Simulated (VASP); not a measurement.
# Si (Pm-3m) in VASP: single point with PBE

Aim: the single point of Si with PBE.

Everything below comes from runs of VASP 6.6.1. Logs are shortened: lines on timing, memory, paths and dates and some standing lists are left out, and cuts for length are marked.

**1. The cell of the first run**

The structure is cubic, space group Pm-3m (No. 221). The conventional cell has a = 2.537 Å, b = 2.537 Å, c = 2.537 Å, α = 90.00°, β = 90.00°, γ = 90.00°. Within 3.3 Å of Si (site symmetry m-3m) lie 6 Si at 2.54 Å.

**2. Single point, PBE**

Contents of INCAR:

```
  PREC = Accurate
  ENCUT = 520
  EDIFF = 1E-7
  ISMEAR = -1
  SIGMA = 0.13605693000000002
  LREAL = False
  LASPH = True
  NELM = 60
  ALGO = Normal
  ISIF = 2
  LWAVE = False
  LCHARG = True
  GGA = PE
  LELF = True
  LVHAR = True
  NBANDS = 8
```

Contents of KPOINTS:

```
regular mesh
0
Gamma
  13 13 13
```

Contents of POSCAR:

```
Si
1.0
    2.5366338944      0.0000000000      0.0000000000
    0.0000000000      2.5366338944      0.0000000000
    0.0000000000      0.0000000000      2.5366338944
Si
1
Direct
    0.0000000000      0.0000000000      0.0000000000
```

Potentials or basis: VASP PAW PBE potentials, release 64 (Si).

Command:

```bash
$ cat potpaw_PBE.64/Si/POTCAR > POTCAR
$ mpirun -np 1 vasp_std > vasp.out
```

OUTCAR:

```text
PREC = Accurate
   ENCUT = 520
   EDIFF = 1E-7
   ISMEAR = -1
   LREAL = False
   LASPH = True
   NELM = 60
   ISIF = 2
   GGA = PE

 ion  position               nearest neighbor table
   1  0.000  0.000  0.000-

  LATTYP: Found a simple cubic cell.
 ALAT       =     2.5366338944

  Lattice vectors:

 A1 = (   2.5366338944,   0.0000000000,   0.0000000000)
 A2 = (   0.0000000000,   2.5366338944,   0.0000000000)
 A3 = (   0.0000000000,   0.0000000000,   2.5366338944)

Analysis of symmetry for initial positions (statically):
=====================================================================
 Subroutine PRICEL returns:
 Original cell was already a primitive cell.

 Routine SETGRP: Setting up the symmetry group for a
 simple cubic supercell.

 Subroutine GETGRP returns: Found 48 space group operations
 (whereof 48 operations were pure point group operations)
 out of a pool of 48 trial point group operations.

The static configuration has the point symmetry O_h .

Analysis of symmetry for dynamics (positions and initial velocities):
=====================================================================
 Subroutine PRICEL returns:
 Original cell was already a primitive cell.

 Routine SETGRP: Setting up the symmetry group for a
 simple cubic supercell.

 Subroutine GETGRP returns: Found 48 space group operations
 (whereof 48 operations were pure point group operations)
 out of a pool of 48 trial point group operations.

The dynamic configuration has the point symmetry O_h .

 Subroutine INISYM returns: Found 48 space group operations
 (whereof 48 operations are pure point group operations),
 and found     1 'primitive' translations

----------------------------------------------------------------------------------------

                                     Primitive cell

  volume of cell :      16.3220

  direct lattice vectors                    reciprocal lattice vectors
     2.536633894  0.000000000  0.000000000     0.394223227  0.000000000  0.000000000
     0.000000000  2.536633894  0.000000000     0.000000000  0.394223227  0.000000000
     0.000000000  0.000000000  2.536633894     0.000000000  0.000000000  0.394223227

  length of vectors
     2.536633894  2.536633894  2.536633894     0.394223227  0.394223227  0.394223227

  position of ions in fractional coordinates (direct lattice)
     0.000000000  0.000000000  0.000000000

  ion indices of the primitive-cell ions
   primitive index   ion index
                 1           1

----------------------------------------------------------------------------------------

 KPOINTS: regular mesh

Automatic generation of k-mesh.
 Grid dimensions read from file:
 generate k-points for:   13   13   13

 Generating k-lattice:

  Cartesian coordinates                     Fractional coordinates (reciprocal lattice)
     0.030324864  0.000000000  0.000000000     0.076923077  0.000000000  0.000000000
     0.000000000  0.030324864  0.000000000     0.000000000  0.076923077  0.000000000
     0.000000000  0.000000000  0.030324864     0.000000000  0.000000000  0.076923077

  Length of vectors
     0.030324864  0.030324864  0.030324864

  Shift w.r.t. Gamma in fractional coordinates (k-lattice)
     0.000000000  0.000000000  0.000000000

 Subroutine IBZKPT returns following result:
 ===========================================

 Found     84 irreducible k-points:

 Following reciprocal coordinates:
            Coordinates               Weight
  0.000000  0.000000  0.000000      1.000000
  0.076923  0.000000  0.000000      6.000000
  0.153846  0.000000  0.000000      6.000000
  0.230769  0.000000  0.000000      6.000000
  0.307692  0.000000  0.000000      6.000000
  0.384615  0.000000  0.000000      6.000000
[... 16 lines left out ...]
  0.307692  0.307692  0.000000     12.000000
  0.384615  0.307692  0.000000     24.000000
 [... further k-points ...]
   k-points           NKPTS =     84   k-points in BZ     NKDIM =     84   number of bands    NBANDS=      8
   number of dos      NEDOS =    301   number of ions     NIONS =      1
   total plane-waves  NPLWV =   8000
   dimension x,y,z NGX =    20 NGY =   20 NGZ =   20
   dimension x,y,z NGXF=    40 NGYF=   40 NGZF=   40
   ions per type =               1
   NGX,Y,Z   is equivalent  to a cutoff of  13.11, 13.11, 13.11 a.u.
   NGXF,Y,Z  is equivalent  to a cutoff of  26.22, 26.22, 26.22 a.u.
 SYSTEM =  unknown system
   PREC   = accura    normal or accurate (medium, high low for compatibility)
   ISTART =      0    job   : 0-new  1-cont  2-samecut
   ICHARG =      2    charge: 1-file 2-atom 10-const
   ISPIN  =      1    spin polarized calculation?
   LNONCOLLINEAR =      F non collinear calculations
   LSORBIT =      F    spin-orbit coupling
   LASPH  =      T    aspherical Exc in radial PAW
   ENCUT  =  520.0 eV  38.22 Ry    6.18 a.u.   4.72  4.72  4.72*2*pi/ulx,y,z
   NELM   =     60;   NELMIN=  2; NELMDL= -5     # of ELM steps
   EDIFF  = 0.1E-06   stopping-criterion for ELM
   LREAL  =      F    real-space projection
   EDIFFG = 0.1E-05   stopping-criterion for IOM
   NSW    =      0    number of steps for IOM
   IBRION =     -1    ionic relax: 0-MD 1-quasi-New 2-CG
   NFREE  =      0    steps in history (QN), initial steepest desc. (CG)
   ISIF   =      2    stress and relaxation
   ISYM   =      2    0-nonsym 1-usesym 2-fastsym
   POTIM  = 0.5000    time-step for ionic-motion
   TEBEG  =    0.0;   TEEND  =   0.0 temperature during run
   PSTRESS=    0.0 pullay stress
   NELECT =       4.0000    total number of electrons
   NUPDOWN=      -1.0000    fix difference up-down
   EMIN   =  10.00;   EMAX   =-10.00  energy-range for DOS
   EFERMI =   0.00;   METHOD = LEGACY
   ISMEAR =    -1;   SIGMA  =   0.14  broadening in eV -4-tet -1-fermi 0-gaus
   EFERMI_NEDOS =   21; number of points for ismear=-14 and -15
   IALGO  =     38    algorithm
   IMIX   =      4    mixing-type and parameters
     AMIX     =   0.40;   BMIX     =  1.00
     AMIX_MAG =   1.60;   BMIX_MAG =  1.00
  volume/ion in A,a.u.               =      16.32       110.15
  Fermi-wavevector in a.u.,A,eV,Ry     =   1.024481  1.935987 14.280135  1.049560
  Thomas-Fermi vector in A             =   2.158270
   LORBIT       =      0    0 simple, 1 ext, 2 COOP (PROOUT), +10 PAW based schemes
   GGA     = PE    functional components
   LHFCALC =     F    Hartree Fock is set to
   AEXX    =    0.0000 exact exchange contribution
   IVDW    =     0    specifies the selected vdW correction
   LEPSILON=     F    determine dielectric tensor
   LRPA    =     F    only Hartree local field effects (RPA)
 non-spin polarized calculation
  energy-cutoff  :      520.00
  volume of cell :       16.32
 maximum number of plane-waves:       461
 NGX is ok and might be reduce to    20
   NGX =  9   NGY =  9   NGZ =  9

 number of electron       4.0000000 magnetization

 Free energy of the ion-electron system (eV)
  ---------------------------------------------------
  ext. energy  EPLUGINS =         0.00000000
  ---------------------------------------------------
  free energy    TOTEN  =        -5.08119280 eV

  energy without entropy =       -5.05327312  energy(sigma->0) =       -5.06723296

 E-fermi :   8.2240     XC(G=0): -10.5842

 val. band max:        8.1839267307   @ k =   0.2308   0.0769   0.0769
 cond. band min:       8.3413476015   @ k =   0.2308   0.2308   0.0000
 fundamental gap:      0.1574208708
 Fermi energy:         8.2239710128

 k-point     1 :       0.0000    0.0000    0.0000
  band No.  band energies     occupation
      1      -4.9542      2.00000
      2      15.6134      0.00000
      3      15.6134      0.00000
      4      15.8066      0.00000
      5      15.8066      0.00000
      6      15.8066      0.00000
      7      23.7562      0.00000
      8      32.7860      0.00000

 k-point     2 :       0.0769    0.0000    0.0000
  band No.  band energies     occupation
      1      -4.8236      2.00000
      2      13.0747      0.00000
      3      15.7189      0.00000
      4      15.9147      0.00000
      5      15.9147      0.00000
      6      18.1401      0.00000
      7      24.2433      0.00000
      8      31.8430      0.00000

 k-point     3 :       0.1538    0.0000    0.0000
  band No.  band energies     occupation
      1      -4.4332      2.00000
      2      10.4615      0.00000
      3      16.0280      0.00000
      4      16.2367      0.00000
      5      16.2367      0.00000
      6      20.0571      0.00000
      7      25.7410      0.00000
      8      29.8852      0.00000

 k-point     4 :       0.2308    0.0000    0.0000
  band No.  band energies     occupation
      1      -3.7877      2.00000
      2       7.9772      1.71966
      3      16.5154      0.00000
      4      16.7648      0.00000
      5      16.7648      0.00000
      6      21.4740      0.00000
      7      27.7609      0.00000
      8      27.7610      0.00000

 k-point     5 :       0.3077    0.0000    0.0000
  band No.  band energies     occupation
      1      -2.8986      2.00000
      2       5.6827      2.00000
      3      17.1247      0.00000
      4      17.4772      0.00000
      5      17.4772      0.00000
      6      22.7067      0.00000
      7      25.7656      0.00000
      8      25.7656      0.00000
[... 177 lines left out ...]
 k-point    22 :       0.4615    0.2308    0.0000
  band No.  band energies     occupation
      1       0.5001      2.00000
      2       3.0888      2.00000
      3      11.7070      0.00000
      4      15.5915      0.00000
      5      19.9260      0.00000
      6      23.2262      0.00000
      7      23.7873      0.00000
      8      27.2603      0.00000

 k-point    23 :       0.3077    0.3077    0.0000
  band No.  band energies     occupation
      1      -0.8563      2.00000
      2       6.8619      1.99991
      3       8.4204      0.38204
      4      16.4074      0.00000
      5      19.1056      0.00000
      6      22.5814      0.00000
      7      26.8397      0.00000
      8      27.5572      0.00000

 k-point    24 :       0.3846    0.3077    0.0000
  band No.  band energies     occupation
      1       0.2405      2.00000
      2       5.4219      2.00000
      3       8.7730      0.03474
      4      14.5838      0.00000
      5      19.9127      0.00000
      6      23.5236      0.00000
      7      25.4909      0.00000
      8      27.8246      0.00000

 [... further k-points ...]
[... 5 lines left out ...]
  --------------------------------------------------------------------------------------
  -------------------------------------------------------------------------------------
  Total       -0.0124241     -0.0124241     -0.0124241      0.0000000     -0.0000000      0.0000000
  in kB       -1.2195545     -1.2195545     -1.2195545      0.0000000     -0.0000000      0.0000000
  external PRESSURE =      -1.2195545 kB  Pullay stress =       0.0000000 kB

 VOLUME and BASIS-vectors are now :
 -----------------------------------------------------------------------------
  energy-cutoff  :      520.00
  volume of cell :       16.32
      direct lattice vectors                 reciprocal lattice vectors
     2.536633894  0.000000000  0.000000000     0.394223227  0.000000000  0.000000000
     0.000000000  2.536633894  0.000000000     0.000000000  0.394223227  0.000000000
     0.000000000  0.000000000  2.536633894     0.000000000  0.000000000  0.394223227

 POSITION                                       TOTAL-FORCE (eV/Angst)
 -----------------------------------------------------------------------------------
      0.00000      0.00000      0.00000         0.000000      0.000000      0.000000
 -----------------------------------------------------------------------------------
    total drift:                                0.000000     -0.000000     -0.000000

  FREE ENERGIE OF THE ION-ELECTRON SYSTEM (eV)
  ---------------------------------------------------
  free  energy   TOTEN  =        -5.0811928005 eV

  energy  without entropy=       -5.0532731202  energy(sigma->0) =       -5.06723296
```

Run time: 16 s. Hardware: 1 thread of AMD EPYC 7R13, shared host; peak memory 0.09 GiB.

What came out:

```yaml
Free_energy: -5.0812 eV
Pressure: -0.1 GPa
Band_gap_on_the_k_mesh: zero (band 2 reaches 15.61 eV, above the bottom of band 3 at 6.01 eV)
```

Levels at points of the mesh, in eV from the Fermi level:
| k point | band 1 | band 2 | band 3 | band 4 | band 5 |
| --- | --- | --- | --- | --- | --- |
| (0.00, 0.00, 0.00) | -13.18 | 7.39 | 7.39 | 7.58 | 7.58 |
